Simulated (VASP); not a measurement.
# Cd3Te (Cmmm) in VASP: single point with PBE

Aim: the single point of Cd3Te with PBE.

Program: VASP 6.6.1. These are calculated values, not measurements. Logs are shortened: lines on timing, memory, paths and dates and some standing lists are left out, and cuts for length are marked.

### 1 The cell of the first run

Symmetry: Cmmm, No. 65, orthorhombic system. The conventional cell has a = 3.771 Å, b = 5.281 Å, c = 10.790 Å, α = 90.00°, β = 90.00°, γ = 90.00°. Within 4.3 Å of Cd (site symmetry mm2) lie 10 Cd at 3.24 to 3.77 Å and 4 Te at 3.32 to 3.80 Å. Cd (site symmetry mmm) has 14 Cd at 3.24 to 3.77 Å within 4.3 Å. Te (site symmetry mmm) has 6 Te at 3.24 to 3.77 Å and 8 Cd at 3.32 to 3.80 Å within 4.3 Å.

The cell was generated, and may not be a known phase.

### 2 Single point, PBE

INCAR reads:

```
ALGO = Fast
EDIFF = 1E-6
ENCUT = 520
GGA = PE
ISIF = 2
ISMEAR = 0
LASPH = T
LCHARG = T
LELF = T
LREAL = F
LVHAR = T
LWAVE = F
NBANDS = 29
NELM = 100
PREC = Accurate
SIGMA = 0.1
```

KPOINTS reads:

```
k-points
0
Gamma
  6 6 2
```

POSCAR reads:

```
Cd3Te
1.0
    1.8853766100     -2.6403378000      0.0000000000
    1.8853766100      2.6403378000      0.0000000000
    0.0000000000      0.0000000000     10.7903150100
Cd Te
3 1
Direct
    0.5000000000      0.5000000000      0.7467060100
    0.0000000000      0.0000000000      0.5000000000
    0.5000000000      0.5000000000      0.2532939900
    0.0000000000      0.0000000000      0.0000000000
```

Potentials or basis: VASP PAW PBE potentials, release 64 (Cd, Te).

On the command line:

```sh
> cat potpaw_PBE.64/Cd/POTCAR potpaw_PBE.64/Te/POTCAR > POTCAR
> mpirun -np 1 vasp_std > vasp.out
```

OUTCAR:

```text
EDIFF = 1E-6
   ENCUT = 520
   GGA = PE
   ISIF = 2
   ISMEAR = 0
   LASPH = T
   LREAL = F
   NELM = 100
   PREC = Accurate

 ion  position               nearest neighbor table
   1  0.500  0.500  0.747-   2 3.26   2 3.26   4 3.32   4 3.32   2 3.75   2 3.75
   2  0.000  0.000  0.500-   1 3.26   3 3.26   1 3.26   3 3.26   1 3.75   3 3.75   1 3.75   3 3.75

   3  0.500  0.500  0.253-   2 3.26   2 3.26   4 3.32   4 3.32   2 3.75   2 3.75
   4  0.000  0.000  0.000-   1 3.32   3 3.32   1 3.32   3 3.32

  LATTYP: Found a base centered orthorhombic cell.
 ALAT       =     3.7707532200
 B/A-ratio  =     1.4004299120
 C/A-ratio  =     2.8615807984

  Lattice vectors:

 A1 = (   1.8853766100,  -2.6403378000,   0.0000000000)
 A2 = (   1.8853766100,   2.6403378000,   0.0000000000)
 A3 = (   0.0000000000,   0.0000000000,  10.7903150100)

Analysis of symmetry for initial positions (statically):
=====================================================================
 Subroutine PRICEL returns:
 Original cell was already a primitive cell.

 Routine SETGRP: Setting up the symmetry group for a
 base centered orthorhombic supercell.

 Subroutine GETGRP returns: Found  8 space group operations
 (whereof  8 operations were pure point group operations)
 out of a pool of  8 trial point group operations.

The static configuration has the point symmetry D_2h.

Analysis of symmetry for dynamics (positions and initial velocities):
=====================================================================
 Subroutine PRICEL returns:
 Original cell was already a primitive cell.

 Routine SETGRP: Setting up the symmetry group for a
 base centered orthorhombic supercell.

 Subroutine GETGRP returns: Found  8 space group operations
 (whereof  8 operations were pure point group operations)
 out of a pool of  8 trial point group operations.

The dynamic configuration has the point symmetry D_2h.

 Subroutine INISYM returns: Found  8 space group operations
 (whereof  8 operations are pure point group operations),
 and found     1 'primitive' translations

----------------------------------------------------------------------------------------

                                     Primitive cell

  volume of cell :     107.4290

  direct lattice vectors                    reciprocal lattice vectors
     1.885376610 -2.640337800  0.000000000     0.265199004 -0.189369709  0.000000000
     1.885376610  2.640337800  0.000000000     0.265199004  0.189369709  0.000000000
     0.000000000  0.000000000 10.790315010     0.000000000  0.000000000  0.092675700

  length of vectors
     3.244384173  3.244384173 10.790315010     0.325870217  0.325870217  0.092675700

  position of ions in fractional coordinates (direct lattice)
     0.500000000  0.500000000  0.746706010
     0.000000000  0.000000000  0.500000000
     0.500000000  0.500000000  0.253293990
     0.000000000  0.000000000  0.000000000

  ion indices of the primitive-cell ions
   primitive index   ion index
                 1           1
                 2           2
                 3           3
                 4           4

----------------------------------------------------------------------------------------

 KPOINTS: k-points

Automatic generation of k-mesh.
 Grid dimensions read from file:
 generate k-points for:    6    6    2

 Generating k-lattice:

  Cartesian coordinates                     Fractional coordinates (reciprocal lattice)
     0.044199834 -0.031561618  0.000000000     0.166666667  0.000000000  0.000000000
     0.044199834  0.031561618  0.000000000     0.000000000  0.166666667  0.000000000
     0.000000000  0.000000000  0.046337850     0.000000000  0.000000000  0.500000000

  Length of vectors
     0.054311703  0.054311703  0.046337850

  Shift w.r.t. Gamma in fractional coordinates (k-lattice)
     0.000000000  0.000000000  0.000000000

 Subroutine IBZKPT returns following result:
 ===========================================

 Found     26 irreducible k-points:

 Following reciprocal coordinates:
            Coordinates               Weight
  0.000000  0.000000  0.000000      1.000000
  0.166667  0.000000  0.000000      4.000000
  0.333333  0.000000  0.000000      4.000000
  0.500000  0.000000  0.000000      2.000000
  0.166667  0.166667  0.000000      2.000000
  0.333333  0.166667  0.000000      4.000000
[... 16 lines left out ...]
  0.333333  0.333333  0.500000      2.000000
  0.500000  0.333333  0.500000      4.000000
 [... further k-points ...]
   k-points           NKPTS =     26   k-points in BZ     NKDIM =     26   number of bands    NBANDS=     29
   number of dos      NEDOS =    301   number of ions     NIONS =      4
   total plane-waves  NPLWV =  46080
   dimension x,y,z NGX =    24 NGY =   24 NGZ =   80
   dimension x,y,z NGXF=    48 NGYF=   48 NGZF=  160
   ions per type =               3   1
   NGX,Y,Z   is equivalent  to a cutoff of  12.30, 12.30, 12.33 a.u.
   NGXF,Y,Z  is equivalent  to a cutoff of  24.60, 24.60, 24.65 a.u.
 SYSTEM =  unknown system
   PREC   = accura    normal or accurate (medium, high low for compatibility)
   ISTART =      0    job   : 0-new  1-cont  2-samecut
   ICHARG =      2    charge: 1-file 2-atom 10-const
   ISPIN  =      1    spin polarized calculation?
   LNONCOLLINEAR =      F non collinear calculations
   LSORBIT =      F    spin-orbit coupling
   LASPH  =      T    aspherical Exc in radial PAW
   ENCUT  =  520.0 eV  38.22 Ry    6.18 a.u.   6.03  6.03 20.06*2*pi/ulx,y,z
   NELM   =    100;   NELMIN=  2; NELMDL= -5     # of ELM steps
   EDIFF  = 0.1E-05   stopping-criterion for ELM
   LREAL  =      F    real-space projection
   EDIFFG = 0.1E-04   stopping-criterion for IOM
   NSW    =      0    number of steps for IOM
   IBRION =     -1    ionic relax: 0-MD 1-quasi-New 2-CG
   NFREE  =      0    steps in history (QN), initial steepest desc. (CG)
   ISIF   =      2    stress and relaxation
   ISYM   =      2    0-nonsym 1-usesym 2-fastsym
   POTIM  = 0.5000    time-step for ionic-motion
   TEBEG  =    0.0;   TEEND  =   0.0 temperature during run
   PSTRESS=    0.0 pullay stress
   NELECT =      42.0000    total number of electrons
   NUPDOWN=      -1.0000    fix difference up-down
   EMIN   =  10.00;   EMAX   =-10.00  energy-range for DOS
   EFERMI =   0.00;   METHOD = LEGACY
   ISMEAR =     0;   SIGMA  =   0.10  broadening in eV -4-tet -1-fermi 0-gaus
   EFERMI_NEDOS =   21; number of points for ismear=-14 and -15
   IALGO  =     68    algorithm
   IMIX   =      4    mixing-type and parameters
     AMIX     =   0.40;   BMIX     =  1.00
     AMIX_MAG =   1.60;   BMIX_MAG =  1.00
  volume/ion in A,a.u.               =      26.86       181.24
  Fermi-wavevector in a.u.,A,eV,Ry     =   1.197064  2.262123 19.496633  1.432962
  Thomas-Fermi vector in A             =   2.332988
   LORBIT       =      0    0 simple, 1 ext, 2 COOP (PROOUT), +10 PAW based schemes
   GGA     = PE    functional components
   LHFCALC =     F    Hartree Fock is set to
   AEXX    =    0.0000 exact exchange contribution
   IVDW    =     0    specifies the selected vdW correction
   LEPSILON=     F    determine dielectric tensor
   LRPA    =     F    only Hartree local field effects (RPA)
 non-spin polarized calculation
 RMM-DIIS sequential band-by-band and
 Gauss-broadening in eV      SIGMA  =   0.10
  energy-cutoff  :      520.00
  volume of cell :      107.43
 maximum number of plane-waves:      2918
   NGX = 13   NGY = 13   NGZ = 41

 number of electron      41.9999986 magnetization

 Free energy of the ion-electron system (eV)
  ---------------------------------------------------
  ext. energy  EPLUGINS =         0.00000000
  ---------------------------------------------------
  free energy    TOTEN  =        -4.98584494 eV

  energy without entropy =       -4.97408668  energy(sigma->0) =       -4.97996581

 E-fermi :   3.3238     XC(G=0): -10.0273

 val. band max:        3.3181752955   @ k =   0.5000   0.5000   0.0000
 cond. band min:       3.3520604685   @ k =   0.3333   0.3333   0.5000
 fundamental gap:      0.0338851730
 Fermi energy:         3.3238079956

 k-point     1 :       0.0000    0.0000    0.0000
  band No.  band energies     occupation
      1      -9.5987      2.00000
      2      -5.7030      2.00000
      3      -5.6729      2.00000
      4      -5.5885      2.00000
      5      -5.5409      2.00000
      6      -5.5074      2.00000
[... 21 lines left out ...]
     28      12.7996      0.00000
     29      12.9310      0.00000

 k-point     2 :       0.1667    0.0000    0.0000
  band No.  band energies     occupation
      1      -9.2352      2.00000
      2      -5.6813      2.00000
      3      -5.5759      2.00000
      4      -5.5536      2.00000
      5      -5.5403      2.00000
      6      -5.4883      2.00000
[... 21 lines left out ...]
     28      12.0906      0.00000
     29      12.2412      0.00000

 k-point     3 :       0.3333    0.0000    0.0000
  band No.  band energies     occupation
      1      -8.2824      2.00000
      2      -5.6977      2.00000
      3      -5.6267      2.00000
      4      -5.6026      2.00000
      5      -5.5800      2.00000
      6      -5.4911      2.00000
[... 21 lines left out ...]
     28       9.6268      0.00000
     29      10.3385      0.00000

 k-point     4 :       0.5000    0.0000    0.0000
  band No.  band energies     occupation
      1      -7.5720      2.00000
      2      -5.7257      2.00000
      3      -5.6699      2.00000
      4      -5.6365      2.00000
      5      -5.6314      2.00000
      6      -5.4916      2.00000
[... 597 lines left out ...]
     28      11.7212      0.00000
     29      12.3791      0.00000

 k-point    23 :       0.3333    0.3333    0.5000
  band No.  band energies     occupation
      1      -6.9050      2.00000
      2      -5.5588      2.00000
      3      -5.5538      2.00000
      4      -5.5399      2.00000
      5      -5.4544      2.00000
      6      -5.3713      2.00000
[... 21 lines left out ...]
     28       8.2233      0.00000
     29       9.1356      0.00000

 k-point    24 :       0.5000    0.3333    0.5000
  band No.  band energies     occupation
      1      -6.8362      2.00000
      2      -5.6382      2.00000
      3      -5.6281      2.00000
      4      -5.5790      2.00000
      5      -5.5498      2.00000
      6      -5.4370      2.00000
[... 21 lines left out ...]
     28       7.7750      0.00000
     29       8.5951      0.00000

 [... further k-points ...]

------------------------ aborting loop because EDIFF is reached ----------------------------------------

  FORCE on cell =-STRESS in cart. coord.  units (eV):
  Direction    XX          YY          ZZ          XY          YZ          ZX
  --------------------------------------------------------------------------------------
  -------------------------------------------------------------------------------------
  Total       -0.5600296     -0.0321526     -1.7830414      0.0000000      0.0000000      0.0000000
  in kB       -8.3521798     -0.4795180    -26.5919560      0.0000000      0.0000000      0.0000000
  external PRESSURE =     -11.8078846 kB  Pullay stress =       0.0000000 kB

 VOLUME and BASIS-vectors are now :
 -----------------------------------------------------------------------------
  energy-cutoff  :      520.00
  volume of cell :      107.43
      direct lattice vectors                 reciprocal lattice vectors
     1.885376610 -2.640337800  0.000000000     0.265199004 -0.189369709  0.000000000
     1.885376610  2.640337800  0.000000000     0.265199004  0.189369709  0.000000000
     0.000000000  0.000000000 10.790315010     0.000000000  0.000000000  0.092675700

 POSITION                                       TOTAL-FORCE (eV/Angst)
 -----------------------------------------------------------------------------------
      1.88538      0.00000      8.05719         0.000000     -0.000000     -0.039859
      0.00000      0.00000      5.39516        -0.000000     -0.000000      0.000000
      1.88538      0.00000      2.73312        -0.000000     -0.000000      0.039859
      0.00000      0.00000      0.00000        -0.000000      0.000000      0.000000
 -----------------------------------------------------------------------------------
    total drift:                                0.000000     -0.000000     -0.000000

  FREE ENERGIE OF THE ION-ELECTRON SYSTEM (eV)
  ---------------------------------------------------
  free  energy   TOTEN  =        -4.9858449374 eV

  energy  without entropy=       -4.9740866792  energy(sigma->0) =       -4.97996581
```

Run time: 1.8 min. Hardware: 1 thread of Intel Xeon Platinum 8375C at 2.90GHz (Ice Lake), shared host; peak memory 0.23 GiB.

What came out:

```yaml
Free_energy: -4.9858 eV
Pressure: -1.2 GPa
Largest_force: 0.040 eV/Å
Band_gap_on_the_k_mesh: zero (bands 21 and 22 overlap by 2.48 eV)
```

Forces on the atoms (eV/Å):
```
Cd   0.000  0.000 -0.040
Cd   0.000  0.000  0.000
Cd   0.000  0.000  0.040
Te   0.000  0.000  0.000
```

Stress tensor (GPa, compression positive):
```
-0.84  0.00  0.00
 0.00 -0.05  0.00
 0.00  0.00 -2.66
```

Caveat: spin-orbit coupling is left out, which moves the levels of the heavy elements.

The gap in the log of VASP goes by the Fermi energy; the results here count the filled bands.